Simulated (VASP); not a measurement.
# BaS (I4/mmm) in VASP: settings compared

BaS is run at these levels: HSE06, PBE, r2SCAN; tasks: single point.

All numbers are computed with VASP 6.6.1; they aren't measurements. Logs are shortened: lines on timing, memory, paths and dates and some standing lists are left out, and cuts for length are marked.

## (1) The cell of the first run

It takes space group I4/mmm (No. 139, tetragonal). Conventional cell: a = 4.694 Å, b = 4.694 Å, c = 6.424 Å, α = 90.00°, β = 90.00°, γ = 90.00°. Within 4.2 Å of Ba (site symmetry 4/mmm) lie 6 S at 3.21 to 3.32 Å. S (site symmetry 4/mmm) has 6 Ba at 3.21 to 3.32 Å within 4.2 Å.

## (2) Single point, HSE06 (biaxial xy strain +3.4%)

File POSCAR:

```
BaS
1.0
    0.0000000000      3.3193910357      3.2117958739
    3.3193910357      0.0000000000      3.2117958739
    3.3193910357      3.3193910357      0.0000000000
Ba S
1 1
Direct
    0.0000000000      0.0000000000      0.0000000000
    0.5000000000      0.5000000000      0.5000000000
```

File INCAR.step1:

```
SYSTEM = BaS
PREC     = Accurate       ! precision mode
ENCUT    = 520            ! plane-wave cutoff, eV
EDIFF    = 1E-5           ! SCF threshold, eV
ISMEAR   = 0              ! smearing method
SIGMA    = 0.01           ! smearing width, eV
LREAL    = .False.        ! projectors in reciprocal space
LASPH    = .True.         ! aspherical terms in the spheres
NELM     = 100            ! most SCF steps
ALGO     = Normal         ! electronic algorithm
ISIF     = 2              ! what is computed and relaxed
LWAVE    = .True.         ! write WAVECAR
LCHARG   = .False.        ! write CHGCAR
NBANDS   = 15             ! bands
GGA      = PE             ! functional
```

File INCAR.step2:

```
SYSTEM = BaS
PREC     = Accurate       ! precision mode
ENCUT    = 520            ! plane-wave cutoff, eV
EDIFF    = 1E-7           ! SCF threshold, eV
ISMEAR   = 0              ! smearing method
SIGMA    = 0.01           ! smearing width, eV
LREAL    = .False.        ! projectors in reciprocal space
LASPH    = .True.         ! aspherical terms in the spheres
NELM     = 100            ! most SCF steps
ALGO     = Normal         ! electronic algorithm
ISIF     = 2              ! what is computed and relaxed
LWAVE    = .False.        ! write WAVECAR
LCHARG   = .False.        ! write CHGCAR
GGA      = PE             ! functional
LHFCALC  = .True.         ! exact exchange
HFSCREEN = 0.2079         ! screening, 1/A
PRECFOCK = Normal       
NBANDS   = 15             ! bands
ISTART   = 1
```

File KPOINTS:

```
regular mesh
0
Gamma
  6 6 6
  0 0 0
```

Potentials or basis: VASP PAW PBE potentials, release 64 (Ba_sv, S).

Command:

```bash
cat potpaw_PBE.64/Ba_sv/POTCAR potpaw_PBE.64/S/POTCAR > POTCAR
cp INCAR.step1 INCAR
mpirun -np 1 vasp_std > vasp.out
cp INCAR.step2 INCAR
mpirun -np 1 vasp_std > vasp.out
```

OUTCAR:

```text
SYSTEM = BaS
   PREC = Accurate
   ENCUT = 520
   EDIFF = 1E-7
   ISMEAR = 0
   LREAL = .False.
   LASPH = .True.
   NELM = 100
   ISIF = 2
   GGA = PE
   LHFCALC = .True.
   HFSCREEN = 0.2079
   PRECFOCK = Normal
   ISTART = 1

 ion  position               nearest neighbor table
   1  0.000  0.000  0.000-   2 3.21   2 3.21   2 3.32   2 3.32   2 3.32   2 3.32
   2  0.500  0.500  0.500-   1 3.21   1 3.21   1 3.32   1 3.32   1 3.32   1 3.32

  LATTYP: Found a body centered tetragonal cell.
 ALAT       =     4.6943278215
 C/A-ratio  =     1.3683730647

  Lattice vectors:

 A1 = (   0.0000000000,  -3.3193910357,  -3.2117958739)
 A2 = (   0.0000000000,   3.3193910357,  -3.2117958739)
 A3 = (   3.3193910357,   0.0000000000,   3.2117958739)

Analysis of symmetry for initial positions (statically):
=====================================================================
 Subroutine PRICEL returns:
 Original cell was already a primitive cell.

 Routine SETGRP: Setting up the symmetry group for a
 body centered tetragonal supercell.

 Subroutine GETGRP returns: Found 16 space group operations
 (whereof 16 operations were pure point group operations)
 out of a pool of 16 trial point group operations.

The static configuration has the point symmetry D_4h.

Analysis of symmetry for dynamics (positions and initial velocities):
=====================================================================
 Subroutine PRICEL returns:
 Original cell was already a primitive cell.

 Routine SETGRP: Setting up the symmetry group for a
 body centered tetragonal supercell.

 Subroutine GETGRP returns: Found 16 space group operations
 (whereof 16 operations were pure point group operations)
 out of a pool of 16 trial point group operations.

The dynamic configuration has the point symmetry D_4h.

 Subroutine INISYM returns: Found 16 space group operations
 (whereof 16 operations are pure point group operations),
 and found     1 'primitive' translations

----------------------------------------------------------------------------------------

                                     Primitive cell

  volume of cell :      70.7774

  direct lattice vectors                    reciprocal lattice vectors
     0.000000000  3.319391036  3.211795874    -0.150630039  0.150630039  0.155676145
     3.319391036  0.000000000  3.211795874     0.150630039 -0.150630039  0.155676145
     3.319391036  3.319391036  0.000000000     0.150630039  0.150630039 -0.155676145

  length of vectors
     4.618873194  4.618873194  4.694327822     0.263844422  0.263844422  0.263844422

  position of ions in fractional coordinates (direct lattice)
     0.000000000  0.000000000  0.000000000
     0.500000000  0.500000000  0.500000000

  ion indices of the primitive-cell ions
   primitive index   ion index
                 1           1
                 2           2

----------------------------------------------------------------------------------------

 KPOINTS: regular mesh

Automatic generation of k-mesh.
 Grid dimensions read from file:
 generate k-points for:    6    6    6

 Generating k-lattice:

  Cartesian coordinates                     Fractional coordinates (reciprocal lattice)
    -0.025105006  0.025105006  0.025946024     0.166666667  0.000000000  0.000000000
     0.025105006 -0.025105006  0.025946024     0.000000000  0.166666667  0.000000000
     0.025105006  0.025105006 -0.025946024     0.000000000  0.000000000  0.166666667

  Length of vectors
     0.043974070  0.043974070  0.043974070

  Shift w.r.t. Gamma in fractional coordinates (k-lattice)
     0.000000000  0.000000000  0.000000000

 Subroutine IBZKPT returns following result:
 ===========================================

 Found     30 irreducible k-points:

 Following reciprocal coordinates:
            Coordinates               Weight
  0.000000  0.000000  0.000000      1.000000
  0.166667 -0.000000  0.000000      8.000000
  0.333333  0.000000  0.000000      8.000000
  0.500000 -0.000000  0.000000      4.000000
  0.166667  0.166667  0.000000      2.000000
  0.333333  0.166667  0.000000      8.000000
[... 16 lines left out ...]
  0.333333  0.000000  0.333333      4.000000
  0.500000  0.000000  0.333333     16.000000
 [... further k-points ...]
   k-points           NKPTS =     30   k-points in BZ     NKDIM =    216   number of bands    NBANDS=     15
   number of dos      NEDOS =    301   number of ions     NIONS =      2
   total plane-waves  NPLWV =  46656
   dimension x,y,z NGX =    36 NGY =   36 NGZ =   36
   dimension x,y,z NGXF=    72 NGYF=   72 NGZF=   72
   ions per type =               1   1
   NGX,Y,Z   is equivalent  to a cutoff of  12.96, 12.96, 12.75 a.u.
   NGXF,Y,Z  is equivalent  to a cutoff of  25.91, 25.91, 25.50 a.u.
 SYSTEM =  BaS
   PREC   = accura    normal or accurate (medium, high low for compatibility)
   ISTART =      1    job   : 0-new  1-cont  2-samecut
   ICHARG =      0    charge: 1-file 2-atom 10-const
   ISPIN  =      1    spin polarized calculation?
   LNONCOLLINEAR =      F non collinear calculations
   LSORBIT =      F    spin-orbit coupling
   LASPH  =      T    aspherical Exc in radial PAW
   ENCUT  =  520.0 eV  38.22 Ry    6.18 a.u.   8.59  8.59  8.73*2*pi/ulx,y,z
   NELM   =    100;   NELMIN=  2; NELMDL=  0     # of ELM steps
   EDIFF  = 0.1E-06   stopping-criterion for ELM
   LREAL  =      F    real-space projection
   EDIFFG = 0.1E-05   stopping-criterion for IOM
   NSW    =      0    number of steps for IOM
   IBRION =     -1    ionic relax: 0-MD 1-quasi-New 2-CG
   NFREE  =      0    steps in history (QN), initial steepest desc. (CG)
   ISIF   =      2    stress and relaxation
   ISYM   =      3    0-nonsym 1-usesym 2-fastsym
   POTIM  = 0.5000    time-step for ionic-motion
   TEBEG  =    0.0;   TEEND  =   0.0 temperature during run
   PSTRESS=    0.0 pullay stress
   NELECT =      16.0000    total number of electrons
   NUPDOWN=      -1.0000    fix difference up-down
   EMIN   =  10.00;   EMAX   =-10.00  energy-range for DOS
   EFERMI =   0.00;   METHOD = LEGACY
   ISMEAR =     0;   SIGMA  =   0.01  broadening in eV -4-tet -1-fermi 0-gaus
   EFERMI_NEDOS =   21; number of points for ismear=-14 and -15
   IALGO  =     38    algorithm
   IMIX   =      1    mixing-type and parameters
     AMIX     =   0.40;   BMIX     =  1.00
     AMIX_MAG =   1.60;   BMIX_MAG =  1.00
  volume/ion in A,a.u.               =      35.39       238.81
  Fermi-wavevector in a.u.,A,eV,Ry     =   0.997279  1.884584 13.531877  0.994565
  Thomas-Fermi vector in A             =   2.129424
   LORBIT       =      0    0 simple, 1 ext, 2 COOP (PROOUT), +10 PAW based schemes
   GGA     = PE    functional components
   LHFCALC =     T    Hartree Fock is set to
   PRECFOCK=normal    Normal, Fast or Accurate (Low or Medium for compatibility)
   ENCUT4O =  -1.0   cutoff for four orbital integrals eV
   NKREDX  =     1    reduce k-point grid by
   NKREDY  =     1    reduce k-point grid by
   NKREDZ  =     1    reduce k-point grid by
   AEXX    =    0.2500 exact exchange contribution
   HFSCREEN=    0.2079 screening length (either q_TF or 0.3 A-1)
   HFSCREENC=   0.2079 screening length for correlation (either q_TF or 0.3 A-1)
   ENCUTFOCK=  -1.0 apply spherical cutoff to Coloumb kernel
   IVDW    =     0    specifies the selected vdW correction
   LEPSILON=     F    determine dielectric tensor
   LRPA    =     F    only Hartree local field effects (RPA)
 non-spin polarized calculation
 Gauss-broadening in eV      SIGMA  =   0.01
  energy-cutoff  :      520.00
  volume of cell :       70.78
 maximum number of plane-waves:      1925
 NGX is ok and might be reduce to    36
  NGX = 28; NGY = 28; NGZ = 28

 number of electron      15.9999999 magnetization

 Free energy of the ion-electron system (eV)
  ---------------------------------------------------
  ext. energy  EPLUGINS =         0.00000000
  ---------------------------------------------------
  free energy    TOTEN  =       -11.50657373 eV

  energy without entropy =      -11.50657373  energy(sigma->0) =      -11.50657373

 E-fermi :   0.5509     XC(G=0):  -6.9348

 val. band max:        0.4474859359   @ k =   0.0000   0.0000   0.0000
 cond. band min:       3.5172959369   @ k =   0.5000   0.5000   0.0000
 fundamental gap:      3.0698100010
 Fermi energy:         0.5509322764

 k-point     1 :       0.0000    0.0000    0.0000
  band No.  band energies     occupation
      1     -27.6934      2.00000
      2     -11.6997      2.00000
      3     -11.6982      2.00000
      4     -11.6982      2.00000
      5     -10.9105      2.00000
      6       0.3733      2.00000
      7       0.3733      2.00000
      8       0.4475      2.00000
      9       4.5307      0.00000
     10       5.2094      0.00000
     11       5.2094      0.00000
     12       5.4294      0.00000
     13       6.0569      0.00000
     14       6.2834      0.00000
     15       9.9785      0.00000

 k-point     2 :       0.1667   -0.0000    0.0000
  band No.  band energies     occupation
      1     -27.6852      2.00000
      2     -12.0989      2.00000
      3     -11.7081      2.00000
      4     -11.7025      2.00000
      5     -10.4787      2.00000
      6      -0.2174      2.00000
      7       0.0852      2.00000
      8       0.1086      2.00000
      9       5.1935      0.00000
     10       5.5465      0.00000
     11       5.6214      0.00000
     12       5.7461      0.00000
     13       6.7497      0.00000
     14       7.0370      0.00000
     15      10.9900      0.00000
[... 365 lines left out ...]
      3     -11.8209      2.00000
      4     -11.7957      2.00000
      5     -10.5060      2.00000
      6      -0.7545      2.00000
      7       0.1799      2.00000
      8       0.2585      2.00000
      9       3.8500      0.00000
     10       6.2900      0.00000
     11       6.9968      0.00000
     12       7.9321      0.00000
     13       7.9802      0.00000
     14       9.7519      0.00000
     15      10.6527      0.00000

 k-point    24 :       0.5000    0.0000    0.3333
  band No.  band energies     occupation
      1     -27.6540      2.00000
      2     -12.2263      2.00000
      3     -11.9284      2.00000
      4     -11.8117      2.00000
      5     -10.4521      2.00000
      6      -0.5127      2.00000
      7      -0.1578      2.00000
      8      -0.0023      2.00000
      9       4.1632      0.00000
     10       7.2212      0.00000
     11       7.8147      0.00000
     12       8.0204      0.00000
     13       8.4063      0.00000
     14       9.0668      0.00000
     15      10.0657      0.00000

 [... further k-points ...]
[... 5 lines left out ...]
  --------------------------------------------------------------------------------------
  -------------------------------------------------------------------------------------
  Total       -1.2798503     -1.2798503     -0.4106596      0.0000000      0.0000000      0.0000000
  in kB      -28.9717665    -28.9717665     -9.2960363      0.0000000      0.0000000      0.0000000
  external PRESSURE =     -22.4131897 kB  Pullay stress =       0.0000000 kB

 VOLUME and BASIS-vectors are now :
 -----------------------------------------------------------------------------
  energy-cutoff  :      520.00
  volume of cell :       70.78
      direct lattice vectors                 reciprocal lattice vectors
     0.000000000  3.319391036  3.211795874    -0.150630039  0.150630039  0.155676145
     3.319391036  0.000000000  3.211795874     0.150630039 -0.150630039  0.155676145
     3.319391036  3.319391036  0.000000000     0.150630039  0.150630039 -0.155676145

 POSITION                                       TOTAL-FORCE (eV/Angst)
 -----------------------------------------------------------------------------------
      0.00000      0.00000      0.00000         0.000000      0.000000     -0.000000
      3.31939      3.31939      3.21180         0.000000      0.000000      0.000000
 -----------------------------------------------------------------------------------
    total drift:                                0.000000     -0.000000      0.000001

  FREE ENERGIE OF THE ION-ELECTRON SYSTEM (eV)
  ---------------------------------------------------
  free  energy   TOTEN  =       -11.5065737339 eV

  energy  without entropy=      -11.5065737339  energy(sigma->0) =      -11.50657373
```

It took 64 min on 1 thread of Intel Xeon 6975P-C (Granite Rapids), shared host; peak memory 0.36 GiB.

Results:

```
Free energy            : -11.5066 eV
Pressure               : -2.2 GPa
Band gap on the k mesh : 3.07 eV (least direct gap 3.28 eV)
```

Caveat: the cell differs from its parent crystal (biaxial xy strain +3.4%); the PAW data sets were made with another functional, which shifts forces and pressure a little; spin-orbit coupling is left out, which moves the levels of the heavy elements. A k mesh can miss the band edges.

## (3) Single point, PBE (biaxial xy strain +3.4%)

File INCAR:

```
SYSTEM = BaS
PREC     = Accurate       ! precision mode
ENCUT    = 520            ! plane-wave cutoff, eV
EDIFF    = 1E-6           ! SCF threshold, eV
ISMEAR   = -1             ! smearing method
SIGMA    = 0.02           ! smearing width, eV
LREAL    = .FALSE.        ! projectors in reciprocal space
LASPH    = .TRUE.         ! aspherical terms in the spheres
NELM     = 60             ! most SCF steps
ALGO     = Normal         ! electronic algorithm
ISIF     = 2              ! what is computed and relaxed
LWAVE    = .FALSE.        ! write WAVECAR
LCHARG   = .FALSE.        ! write CHGCAR
GGA      = PE             ! functional
NBANDS   = 15             ! bands
```

File KPOINTS:

```
regular mesh
0
G
  8 8 8
  0 0 0
```

POSCAR is that of step 2.

Potentials or basis: VASP PAW PBE potentials, release 64 (Ba_sv, S).

Command:

```bash
cat potpaw_PBE.64/Ba_sv/POTCAR potpaw_PBE.64/S/POTCAR > POTCAR
mpirun -np 1 vasp_std > vasp.out
```

Run time: 46 s. Hardware: 1 thread of Intel Xeon Platinum 8259CL at 2.50GHz (Skylake/Cascade Lake), shared host; peak memory 0.24 GiB.

It converged, with:

```yaml
Free_energy: -10.1640 eV
Pressure: -1.8 GPa
Band_gap_on_the_k_mesh: 2.16 eV (least direct gap 2.34 eV)
```

Stress tensor (GPa, compression positive):
```
-2.42  0.00  0.00
 0.00 -2.42  0.00
 0.00  0.00 -0.46
```

Levels at points of the mesh, in eV from the valence-band top:
```csv
k point,band 4,band 5,band 6,band 7,band 8,band 9,band 10,band 11,band 12,band 13
"(0.00, 0.00, 0.00)",-11.46,-10.30,-0.08,-0.08,0.00,3.12,3.72,3.72,3.93,4.54
"(0.50, 0.00, 0.00)",-11.48,-9.38,-1.82,-1.01,-0.99,5.20,5.37,5.91,5.97,8.03
"(0.50, 0.50, 0.00)",-11.62,-10.20,-0.56,-0.27,-0.27,2.16,5.50,5.70,6.97,6.97
"(0.50, 0.00, 0.50)",-11.59,-10.20,-0.70,-0.25,-0.16,2.18,5.37,5.75,6.87,7.09
```

Caveat: the cell differs from its parent crystal (biaxial xy strain +3.4%); spin-orbit coupling is left out, which moves the levels of the heavy elements. A k mesh can miss the band edges.

## (4) Single point, r2SCAN (biaxial xy strain +3.4%)

POSCAR is that of step 3.

File INCAR.step1:

```
SYSTEM = BaS
PREC     = Accurate       ! precision mode
ENCUT    = 520            ! plane-wave cutoff, eV
ISMEAR   = 0              ! smearing method
SIGMA    = 0.01           ! smearing width, eV
LREAL    = .FALSE.        ! projectors in reciprocal space
LASPH    = .TRUE.         ! aspherical terms in the spheres
NELM     = 80             ! most SCF steps
NBANDS   = 15             ! bands
GGA      = PE             ! functional
ALGO     = Normal         ! electronic algorithm
EDIFF    = 1E-4           ! SCF threshold, eV
LWAVE    = .TRUE.         ! write WAVECAR
LCHARG   = .FALSE.        ! write CHGCAR
```

File INCAR.step2:

```
SYSTEM = BaS
PREC     = Accurate       ! precision mode
ENCUT    = 520            ! plane-wave cutoff, eV
EDIFF    = 1E-7           ! SCF threshold, eV
ISMEAR   = 0              ! smearing method
SIGMA    = 0.01           ! smearing width, eV
LREAL    = .FALSE.        ! projectors in reciprocal space
LASPH    = .TRUE.         ! aspherical terms in the spheres
NELM     = 80             ! most SCF steps
ALGO     = Normal         ! electronic algorithm
ISIF     = 2              ! what is computed and relaxed
LWAVE    = .FALSE.        ! write WAVECAR
LCHARG   = .FALSE.        ! write CHGCAR
METAGGA  = R2SCAN         ! meta-GGA
LMIXTAU  = .TRUE.       
NBANDS   = 15             ! bands
ISTART   = 1
```

KPOINTS is that of step 3.

Command:

```bash
cat potpaw_PBE.64/Ba_sv/POTCAR potpaw_PBE.64/S/POTCAR > POTCAR
cp INCAR.step1 INCAR
mpirun -np 1 vasp_std > vasp.out
cp INCAR.step2 INCAR
mpirun -np 1 vasp_std > vasp.out
```

Wall time 3.4 min (1 thread of Intel Xeon Platinum 8259CL at 2.50GHz (Skylake/Cascade Lake), shared host); peak memory 0.26 GiB.

Results (log left out):

```
Free energy            : -39.1721 eV
Pressure               : -2.0 GPa
Band gap on the k mesh : 2.50 eV (least direct gap 2.70 eV)
```

Stress tensor (GPa, compression positive):
```
-2.70  0.00  0.00
 0.00 -2.70  0.00
 0.00  0.00 -0.51
```

Levels at points of the mesh, in eV from the valence-band top:
```tsv
k point	band 4	band 5	band 6	band 7	band 8	band 9	band 10	band 11	band 12	band 13
(0.00, 0.00, 0.00)	-11.78	-10.74	-0.09	-0.09	0.00	3.71	4.15	4.15	4.36	5.08
(0.50, 0.00, 0.00)	-11.80	-9.75	-1.81	-1.01	-0.98	5.68	5.80	6.44	6.51	8.70
(0.50, 0.50, 0.00)	-11.95	-10.64	-0.56	-0.27	-0.27	2.50	6.17	6.29	7.51	7.51
(0.50, 0.00, 0.50)	-11.91	-10.64	-0.71	-0.26	-0.16	2.54	6.01	6.37	7.41	7.66
```

Caveat: the cell differs from its parent crystal (biaxial xy strain +3.4%); the PAW data sets were made with another functional, which shifts forces and pressure a little; spin-orbit coupling is left out, which moves the levels of the heavy elements. A k mesh can miss the band edges.

## (5) The runs side by side

| level | k mesh | smearing | grid for exact exchange (PRECFOCK) | share of exact exchange | screening parameter | gap on the mesh (eV) | pressure (GPa) |
| --- | --- | --- | --- | --- | --- | --- | --- |
| HSE06 | 6 × 6 × 6 | gaussian 0.01 eV | Normal | 0.25 | 0.2079 1/Å | 3.07 | -2.2 |
| PBE | 8 × 8 × 8 | fermi-dirac 0.02 eV | - | - | - | 2.16 | -1.8 |
| r2SCAN | 8 × 8 × 8 | gaussian 0.01 eV | - | - | - | 2.50 | -2.0 |

Alike in all rows: task single point; potentials or basis VASP PAW PBE potentials, release 64 (Ba_sv, S); no spin polarisation; cell as given; cutoff (eV) 520.

Caveats: spin-orbit coupling is left out, which moves the levels of the heavy elements; the PAW data sets were made with another functional, which shifts forces and pressure a little (at least some runs).

Absolute energies hang on the potentials; compare differences alone.
